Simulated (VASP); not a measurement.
# TiAl2B2 in VASP: a series of runs

The runs below take TiAl2B2 through single point, with PBE.

Program: VASP 6.6.1. These are calculated values, not measurements. Logs are shortened: lines on timing, memory, paths and dates and some standing lists are left out, and cuts for length are marked.

## (1) The cell of the first run

The cell holds a sheet with vacuum, 5 atoms: a = 3.871 Å, b = 3.871 Å, c = 31.088 Å, α = 90.00°, β = 90.00°, γ = 120.00°.

## (2) Single point, PBE

File INCAR:

```
PREC = Accurate
ENCUT = 520
EDIFF = 1E-6
ISMEAR = 0
SIGMA = 0.1
LREAL = False
LASPH = True
NELM = 100
ALGO = Normal
ISIF = 2
LWAVE = False
LCHARG = False
LDIPOL = True
IDIPOL = 3
DIPOL = 0.5 0.5 0.288
GGA = PE
NBANDS = 20
```

File KPOINTS:

```
regular mesh
0
Gamma
  12 12 1
```

File POSCAR:

```
TiAl2B2
1.0
    3.8713453721     -0.0000000033      0.0000000000
   -1.9356726832      3.3526834407      0.0000000000
    0.0000000000      0.0000000000     31.0879998400
Ti Al B
1 2 2
Direct
    0.0000000000      0.0000000000      0.2759424507
    0.3333333333      0.6666666667      0.3344396273
    0.6666666667      0.3333333333      0.3344396273
    0.3333333333      0.6666666667      0.2477705725
    0.6666666667      0.3333333333      0.2477705725
```

Potentials or basis: VASP PAW PBE potentials, release 64 (Ti_sv, Al, B).

Run with:

```bash
$ cat potpaw_PBE.64/Ti_sv/POTCAR potpaw_PBE.64/Al/POTCAR potpaw_PBE.64/B/POTCAR > POTCAR
$ mpirun -np 1 vasp_std > vasp.out
```

OUTCAR:

```text
PREC = Accurate
   ENCUT = 520
   EDIFF = 1E-6
   ISMEAR = 0
   LREAL = False
   LASPH = True
   NELM = 100
   ISIF = 2
   GGA = PE

 ion  position               nearest neighbor table
   1  0.000  0.000  0.276-   4 2.40   5 2.40   4 2.40   5 2.40   5 2.40   4 2.40   2 2.88   3 2.88
                             2 2.88   3 2.88   2 2.88   3 2.88
   2  0.333  0.667  0.334-   3 2.24   3 2.24   3 2.24   4 2.69   1 2.88   1 2.88   1 2.88
   3  0.667  0.333  0.334-   2 2.24   2 2.24   2 2.24   5 2.69   1 2.88   1 2.88   1 2.88
   4  0.333  0.667  0.248-   1 2.40   1 2.40   1 2.40   2 2.69
   5  0.667  0.333  0.248-   1 2.40   1 2.40   1 2.40   3 2.69

  LATTYP: Found a hexagonal cell.
 ALAT       =     3.8713453721
 C/A-ratio  =     8.0302832354

  Lattice vectors:

 A1 = (   3.8713453721,  -0.0000000033,   0.0000000000)
 A2 = (  -1.9356726832,   3.3526834407,   0.0000000000)
 A3 = (   0.0000000000,   0.0000000000,  31.0879998400)

Analysis of symmetry for initial positions (statically):
=====================================================================
 Subroutine PRICEL returns:
 Original cell was already a primitive cell.

 Routine SETGRP: Setting up the symmetry group for a
 hexagonal supercell.

 Subroutine GETGRP returns: Found 12 space group operations
 (whereof 12 operations were pure point group operations)
 out of a pool of 24 trial point group operations.

The static configuration has the point symmetry C_6v.

Analysis of symmetry for dynamics (positions and initial velocities):
=====================================================================
 Subroutine PRICEL returns:
 Original cell was already a primitive cell.

 Routine SETGRP: Setting up the symmetry group for a
 hexagonal supercell.

 Subroutine GETGRP returns: Found 12 space group operations
 (whereof 12 operations were pure point group operations)
 out of a pool of 24 trial point group operations.

The dynamic configuration has the point symmetry C_6v.

 Subroutine INISYM returns: Found 12 space group operations
 (whereof 12 operations are pure point group operations),
 and found     1 'primitive' translations

----------------------------------------------------------------------------------------

                                     Primitive cell

  volume of cell :     403.5034

  direct lattice vectors                    reciprocal lattice vectors
     3.871345372 -0.000000003  0.000000000     0.258308134  0.149134271  0.000000000
    -1.935672683  3.352683441  0.000000000     0.000000000  0.298268542  0.000000000
     0.000000000  0.000000000 31.087999840     0.000000000  0.000000000  0.032166753

  length of vectors
     3.871345372  3.871345372 31.087999840     0.298268542  0.298268542  0.032166753

  position of ions in fractional coordinates (direct lattice)
     0.000000000  0.000000000  0.275942451
     0.333333333  0.666666667  0.334439627
     0.666666667  0.333333333  0.334439627
     0.333333333  0.666666667  0.247770573
     0.666666667  0.333333333  0.247770573

  ion indices of the primitive-cell ions
   primitive index   ion index
                 1           1
                 2           2
                 3           3
                 4           4
                 5           5

----------------------------------------------------------------------------------------

 KPOINTS: regular mesh

Automatic generation of k-mesh.
 Grid dimensions read from file:
 generate k-points for:   12   12    1

 Generating k-lattice:

  Cartesian coordinates                     Fractional coordinates (reciprocal lattice)
     0.021525678  0.012427856  0.000000000     0.083333333  0.000000000  0.000000000
     0.000000000  0.024855712  0.000000000     0.000000000  0.083333333  0.000000000
     0.000000000  0.000000000  0.032166753     0.000000000  0.000000000  1.000000000

  Length of vectors
     0.024855712  0.024855712  0.032166753

  Shift w.r.t. Gamma in fractional coordinates (k-lattice)
     0.000000000  0.000000000  0.000000000

 Subroutine IBZKPT returns following result:
 ===========================================

 Found     19 irreducible k-points:

 Following reciprocal coordinates:
            Coordinates               Weight
  0.000000  0.000000  0.000000      1.000000
  0.083333 -0.000000  0.000000      6.000000
  0.166667 -0.000000  0.000000      6.000000
  0.250000 -0.000000  0.000000      6.000000
  0.333333 -0.000000  0.000000      6.000000
  0.416667 -0.000000  0.000000      6.000000
[... 11 lines left out ...]
  0.333333  0.250000  0.000000     12.000000
  0.333333  0.333333  0.000000      2.000000
   k-points           NKPTS =     19   k-points in BZ     NKDIM =     19   number of bands    NBANDS=     20
   number of dos      NEDOS =    301   number of ions     NIONS =      5
   total plane-waves  NPLWV = 216000
   dimension x,y,z NGX =    30 NGY =   30 NGZ =  240
   dimension x,y,z NGXF=    60 NGYF=   60 NGZF=  480
   ions per type =               1   2   2
   NGX,Y,Z   is equivalent  to a cutoff of  12.88, 12.88, 12.83 a.u.
   NGXF,Y,Z  is equivalent  to a cutoff of  25.77, 25.77, 25.67 a.u.
 SYSTEM =  unknown system
   PREC   = accura    normal or accurate (medium, high low for compatibility)
   ISTART =      0    job   : 0-new  1-cont  2-samecut
   ICHARG =      2    charge: 1-file 2-atom 10-const
   ISPIN  =      1    spin polarized calculation?
   LNONCOLLINEAR =      F non collinear calculations
   LSORBIT =      F    spin-orbit coupling
   LASPH  =      T    aspherical Exc in radial PAW
   ENCUT  =  520.0 eV  38.22 Ry    6.18 a.u.   7.20  7.20 57.80*2*pi/ulx,y,z
   NELM   =    100;   NELMIN=  2; NELMDL= -5     # of ELM steps
   EDIFF  = 0.1E-05   stopping-criterion for ELM
   LREAL  =      F    real-space projection
   EDIFFG = 0.1E-04   stopping-criterion for IOM
   NSW    =      0    number of steps for IOM
   IBRION =     -1    ionic relax: 0-MD 1-quasi-New 2-CG
   NFREE  =      0    steps in history (QN), initial steepest desc. (CG)
   ISIF   =      2    stress and relaxation
   ISYM   =      2    0-nonsym 1-usesym 2-fastsym
   POTIM  = 0.5000    time-step for ionic-motion
   TEBEG  =    0.0;   TEEND  =   0.0 temperature during run
   PSTRESS=    0.0 pullay stress
   NELECT =      24.0000    total number of electrons
   NUPDOWN=      -1.0000    fix difference up-down
   EMIN   =  10.00;   EMAX   =-10.00  energy-range for DOS
   EFERMI =   0.00;   METHOD = LEGACY
   ISMEAR =     0;   SIGMA  =   0.10  broadening in eV -4-tet -1-fermi 0-gaus
   EFERMI_NEDOS =   21; number of points for ismear=-14 and -15
   IALGO  =     38    algorithm
   IMIX   =      4    mixing-type and parameters
     AMIX     =   0.40;   BMIX     =  1.00
     AMIX_MAG =   1.60;   BMIX_MAG =  1.00
  volume/ion in A,a.u.               =      80.70       544.60
  Fermi-wavevector in a.u.,A,eV,Ry     =   0.639042  1.207615  5.556277  0.408375
  Thomas-Fermi vector in A             =   1.704585
   LORBIT       =      0    0 simple, 1 ext, 2 COOP (PROOUT), +10 PAW based schemes
   GGA     = PE    functional components
   LHFCALC =     F    Hartree Fock is set to
   AEXX    =    0.0000 exact exchange contribution
   IVDW    =     0    specifies the selected vdW correction
   LEPSILON=     F    determine dielectric tensor
   LRPA    =     F    only Hartree local field effects (RPA)
 non-spin polarized calculation
 Gauss-broadening in eV      SIGMA  =   0.10
  energy-cutoff  :      520.00
  volume of cell :      403.50
 maximum number of plane-waves:     10917
 NGX is ok and might be reduce to    30
   NGX = 15   NGY = 15   NGZ =115

 dipolmoment           0.000000      0.000000      0.011705 electrons x Angstroem

 number of electron      23.9999999 magnetization

 dipolmoment           0.000000      0.000000     -0.028713 electrons x Angstroem

 Free energy of the ion-electron system (eV)
  ---------------------------------------------------
  ext. energy  EPLUGINS =         0.00000000
  ---------------------------------------------------
  free energy    TOTEN  =       -24.08743807 eV

  energy without entropy =      -24.08539054  energy(sigma->0) =      -24.08641431

 E-fermi :  -2.7130     XC(G=0):  -2.3117

 val. band max:       -2.7709327416   @ k =   0.0000   0.0000   0.0000
 cond. band min:      -2.5249739458   @ k =   0.2500   0.1667   0.0000
 fundamental gap:      0.2459587957
 Fermi energy:        -2.7130114659

 k-point     1 :       0.0000    0.0000    0.0000
  band No.  band energies     occupation
      1     -59.8078      2.00000
      2     -36.0966      2.00000
      3     -36.0966      2.00000
      4     -36.0408      2.00000
      5     -13.2520      2.00000
      6     -10.6860      2.00000
[... 12 lines left out ...]
     19       1.0293      0.00000
     20       1.0442      0.00000

 k-point     2 :       0.0833   -0.0000    0.0000
  band No.  band energies     occupation
      1     -59.8077      2.00000
      2     -36.0993      2.00000
      3     -36.0973      2.00000
      4     -36.0404      2.00000
      5     -13.1649      2.00000
      6     -10.6154      2.00000
[... 12 lines left out ...]
     19       0.9202      0.00000
     20       1.4014      0.00000

 k-point     3 :       0.1667   -0.0000    0.0000
  band No.  band energies     occupation
      1     -59.8073      2.00000
      2     -36.1067      2.00000
      3     -36.0992      2.00000
      4     -36.0395      2.00000
      5     -12.9072      2.00000
      6     -10.4056      2.00000
[... 12 lines left out ...]
     19       0.6910      0.00000
     20       1.6723      0.00000

 k-point     4 :       0.2500   -0.0000    0.0000
  band No.  band energies     occupation
      1     -59.8067      2.00000
      2     -36.1168      2.00000
      3     -36.1018      2.00000
      4     -36.0383      2.00000
      5     -12.4910      2.00000
      6     -10.0638      2.00000
[... 314 lines left out ...]
 k-point    18 :       0.3333    0.2500    0.0000
  band No.  band energies     occupation
      1     -59.8053      2.00000
      2     -36.1298      2.00000
      3     -36.1186      2.00000
      4     -36.0355      2.00000
      5     -10.5835      2.00000
      6      -9.7894      2.00000
[... 12 lines left out ...]
     19       1.9382      0.00000
     20       2.5072      0.00000

 k-point    19 :       0.3333    0.3333    0.0000
  band No.  band energies     occupation
      1     -59.8053      2.00000
      2     -36.1250      2.00000
      3     -36.1250      2.00000
      4     -36.0353      2.00000
      5     -10.1324      2.00000
      6     -10.1324      2.00000
[... 12 lines left out ...]
     19       1.9403      0.00000
     20       1.9403      0.00000

------------------------ aborting loop because EDIFF is reached ----------------------------------------

 vacuum level on the upper side and lower side of the slab       (xc-potential included)        -0.203         0.191

  FORCE on cell =-STRESS in cart. coord.  units (eV):
  Direction    XX          YY          ZZ          XY          YZ          ZX
  --------------------------------------------------------------------------------------
  -------------------------------------------------------------------------------------
  Total        0.0200802      0.0200802      0.0047850     -0.0000000     -0.0000000     -0.0000000
  in kB        0.0797318      0.0797318      0.0189997     -0.0000000     -0.0000000     -0.0000000
  external PRESSURE =       0.0594878 kB  Pullay stress =       0.0000000 kB

 VOLUME and BASIS-vectors are now :
 -----------------------------------------------------------------------------
  energy-cutoff  :      520.00
  volume of cell :      403.50
      direct lattice vectors                 reciprocal lattice vectors
     3.871345372 -0.000000003  0.000000000     0.258308134  0.149134271  0.000000000
    -1.935672683  3.352683441  0.000000000     0.000000000  0.298268542  0.000000000
     0.000000000  0.000000000 31.087999840     0.000000000  0.000000000  0.032166753

 POSITION                                       TOTAL-FORCE (eV/Angst)
 -----------------------------------------------------------------------------------
      0.00000      0.00000      8.57850        -0.000000     -0.000000     -0.002793
      0.00000      2.23512     10.39706         0.000000     -0.000000      0.004056
      1.93567      1.11756     10.39706         0.000000      0.000000      0.004056
      0.00000      2.23512      7.70269         0.000000      0.000000     -0.002659
      1.93567      1.11756      7.70269        -0.000000      0.000000     -0.002659
 -----------------------------------------------------------------------------------
    total drift:                               -0.000000     -0.000000      0.000498

  FREE ENERGIE OF THE ION-ELECTRON SYSTEM (eV)
  ---------------------------------------------------
  free  energy   TOTEN  =       -24.0874380702 eV

  energy  without entropy=      -24.0853905404  energy(sigma->0) =      -24.08641431

 vacuum level on the upper side and lower side of the slab         1.801         2.201
```

Run time: 4.7 min. Hardware: 1 thread of Intel Xeon Platinum 8559C (Emerald Rapids), shared host; peak memory 0.57 GiB.

Results:

```
Free energy   : -24.0874 eV
Largest force : 0.004 eV/Å
```

Forces in eV/Å, atoms in the order of the input:
```
Ti   0.000  0.000 -0.003
Al   0.000  0.000  0.004
Al   0.000  0.000  0.004
B    0.000  0.000 -0.003
B    0.000  0.000 -0.003
```

## (3) Single point, PBE

This run uses another cell than the first one, of 81.13 Å³/atom, 1.005 times its volume.

File INCAR:

```
SYSTEM = TiAl2B2
  PREC = Accurate
  ENCUT = 520
  EDIFF = 1E-6
  ISMEAR = 0
  SIGMA = 0.1
  LREAL = .False.
  LASPH = .True.
  NELM = 100
  ALGO = Normal
  ISIF = 2
  LWAVE = .False.
  LCHARG = .False.
  LDIPOL = .True.
  IDIPOL = 3
  DIPOL = 0.5 0.5 0.288
  GGA = PE
  NBANDS = 20
```

File KPOINTS:

```
regular mesh
0
Gamma
  12 12 1
  0 0 0
```

File POSCAR:

```
TiAl2B2
1.0
    3.8816580987     -0.0000000033      0.0000000000
   -1.9408290465      3.3616145240      0.0000000000
    0.0000000000      0.0000000000     31.0879998400
Ti Al B
1 2 2
Direct
    0.0000000000      0.0000000000      0.2759338617
    0.3333333333      0.6666666667      0.3341100191
    0.6666666667      0.3333333333      0.3341100191
    0.3333333333      0.6666666667      0.2481044752
    0.6666666667      0.3333333333      0.2481044752
```

Potentials or basis: VASP PAW PBE potentials, release 64 (Ti_sv, Al, B).

Run with:

```bash
$ cat potpaw_PBE.64/Ti_sv/POTCAR potpaw_PBE.64/Al/POTCAR potpaw_PBE.64/B/POTCAR > POTCAR
$ mpirun -np 1 vasp_std > vasp.out
```

OUTCAR:

```text
SYSTEM = TiAl2B2
   PREC = Accurate
   ENCUT = 520
   EDIFF = 1E-6
   ISMEAR = 0
   LREAL = .False.
   LASPH = .True.
   NELM = 100
   ISIF = 2
   GGA = PE

 ion  position               nearest neighbor table
   1  0.000  0.000  0.276-   4 2.40   5 2.40   5 2.40   4 2.40   5 2.40   4 2.40   2 2.88   3 2.88
                             2 2.88   3 2.88   3 2.88   2 2.88
   2  0.333  0.667  0.334-   3 2.24   3 2.24   3 2.24   4 2.67   1 2.88   1 2.88   1 2.88
   3  0.667  0.333  0.334-   2 2.24   2 2.24   2 2.24   5 2.67   1 2.88   1 2.88   1 2.88
   4  0.333  0.667  0.248-   1 2.40   1 2.40   1 2.40   2 2.67
   5  0.667  0.333  0.248-   1 2.40   1 2.40   1 2.40   3 2.67

  LATTYP: Found a hexagonal cell.
 ALAT       =     3.8816580987
 C/A-ratio  =     8.0089485085

  Lattice vectors:

 A1 = (   3.8816580987,  -0.0000000033,   0.0000000000)
 A2 = (  -1.9408290465,   3.3616145240,   0.0000000000)
 A3 = (   0.0000000000,   0.0000000000,  31.0879998400)

Analysis of symmetry for initial positions (statically):
=====================================================================
 Subroutine PRICEL returns:
[... 183 lines left out ...]
 k-point     1 :       0.0000    0.0000    0.0000
  band No.  band energies     occupation
      1     -59.8227      2.00000
      2     -36.1112      2.00000
      3     -36.1112      2.00000
      4     -36.0559      2.00000
      5     -13.2661      2.00000
      6     -10.6510      2.00000
[... 426 lines left out ...]
     19       1.9517      0.00000
     20       1.9517      0.00000

------------------------ aborting loop because EDIFF is reached ----------------------------------------

 vacuum level on the upper side and lower side of the slab       (xc-potential included)        -0.214         0.201

  FORCE on cell =-STRESS in cart. coord.  units (eV):
  Direction    XX          YY          ZZ          XY          YZ          ZX
  --------------------------------------------------------------------------------------
  -------------------------------------------------------------------------------------
  Total       -0.1856385     -0.1856385      0.1048496      0.0000000      0.0000000      0.0000000
  in kB       -0.7331969     -0.7331969      0.4141135      0.0000000      0.0000000      0.0000000
  external PRESSURE =      -0.3507601 kB  Pullay stress =       0.0000000 kB

 VOLUME and BASIS-vectors are now :
 -----------------------------------------------------------------------------
  energy-cutoff  :      520.00
  volume of cell :      405.66
      direct lattice vectors                 reciprocal lattice vectors
     3.881658099 -0.000000003  0.000000000     0.257621865  0.148738053  0.000000000
    -1.940829046  3.361614524  0.000000000     0.000000000  0.297476107  0.000000000
     0.000000000  0.000000000 31.087999840     0.000000000  0.000000000  0.032166753

 POSITION                                       TOTAL-FORCE (eV/Angst)
 -----------------------------------------------------------------------------------
      0.00000      0.00000      8.57823         0.000000     -0.000000      0.014198
      0.00000      2.24108     10.38681         0.000000      0.000000      0.020036
      1.94083      1.12054     10.38681        -0.000000     -0.000000      0.020036
      0.00000      2.24108      7.71307        -0.000000     -0.000000     -0.027135
      1.94083      1.12054      7.71307         0.000000      0.000000     -0.027135
 -----------------------------------------------------------------------------------
    total drift:                               -0.000000     -0.000000      0.000434

  FREE ENERGIE OF THE ION-ELECTRON SYSTEM (eV)
  ---------------------------------------------------
  free  energy   TOTEN  =       -24.0865628384 eV

  energy  without entropy=      -24.0841711376  energy(sigma->0) =      -24.08536699

 vacuum level on the upper side and lower side of the slab         1.779         2.202
```

stdout:

```text
POSCAR found type information on POSCAR TiAlB
 POSCAR found :  3 types and       5 ions
 scaLAPACK will be used
 LDA part: xc-table for (Slater+PW92), standard interpolation
 POSCAR, INCAR and KPOINTS ok, starting setup
 FFT: planning ... GRIDC
 FFT: planning ... GRID_SOFT
 FFT: planning ... GRID
 WAVECAR not read
 entering main loop
```

Wall time 4.5 min (1 thread of Intel Xeon Platinum 8559C (Emerald Rapids), shared host); peak memory 0.56 GiB.

What came out:

```yaml
Free_energy: -24.0866 eV
Largest_force: 0.027 eV/Å
Band_gap_on_the_k_mesh: zero (band 12 reaches -2.80 eV, above the bottom of band 13 at -2.87 eV)
```

Forces in eV/Å, atoms in the order of the input:
```
Ti   0.000  0.000  0.014
Al   0.000  0.000  0.020
Al   0.000  0.000  0.020
B    0.000  0.000 -0.027
B    0.000  0.000 -0.027
```
